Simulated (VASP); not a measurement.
Input of a VASP 6.6.1 run:

File INCAR:

```
SYSTEM = Mg
ALGO = Normal
EDIFF = 1E-7
EDIFFG = -0.004
ENCUT = 600
GGA = PS
GGA_COMPAT = .FALSE.
IBRION = 2
ISIF = 3
ISMEAR = 0
LASPH = .TRUE.
LCHARG = .FALSE.
LREAL = .FALSE.
LWAVE = .FALSE.
NELM = 120
NELMIN = 4
NSW = 70
PREC = Accurate
PSTRESS = 1000.0
SIGMA = 0.1
```

File KPOINTS:

```
k-points
0
G
  18 18 10
  0 0 0
```

The input POSCAR:

```
Mg
1.0
    2.5909882392      0.0000000000      0.0000000000
   -1.2954941196      2.2438616361      0.0000000000
    0.0000000000      0.0000000000      4.1906284058
Mg
2
Direct
    0.3333333333      0.6666666667      0.2500000000
    0.6666666667      0.3333333333      0.7500000000
```

Potentials or basis: VASP PAW PBE potentials, release 64 (Mg).

Run with:

```bash
$ cat potpaw_PBE.64/Mg/POTCAR > POTCAR
$ mpirun -np 1 vasp_std > vasp.out
```

Question: What does it give for the relaxed cell?

Answer: a = 2.525 Å, b = 2.525 Å, c = 4.089 Å, α = 90.00°, β = 90.00°, γ = 120.00°.

Question: What does it give for the relaxed volume?

Answer: 11.29 Å³/atom.

Question: Estimate the band gap on the k mesh.

Answer: Zero (bands 2 and 3 overlap by 2.22 eV).

The path:
| step | energy change (eV) | largest force (eV/Å) | pressure (GPa) | volume (Å³) |
| --- | --- | --- | --- | --- |
| 1 | 0.0000 | 0.0000 | 76.90 | 24.36 |
| 2 | 4.3140 | 0.0000 | 183.59 | 18.68 |
| 3 | 0.9016 | 0.0000 | 98.21 | 22.70 |
| 4 | 0.9686 | 0.0000 | 99.82 | 22.60 |
| 5 | 0.9901 | 0.0000 | 100.33 | 22.56 |
| 6 | 0.9491 | 0.0000 | 99.35 | 22.63 |
| 7 | 0.9742 | 0.0000 | 99.95 | 22.59 |
| 8 | 0.9738 | 0.0000 | 99.94 | 22.59 |
| 9 | 0.9763 | 0.0000 | 100.00 | 22.58 |

Caveat: the cell is relaxed towards a set pressure, so the run minimises the enthalpy, not the energy; the PAW data sets were made with another functional, which shifts forces and pressure a little.
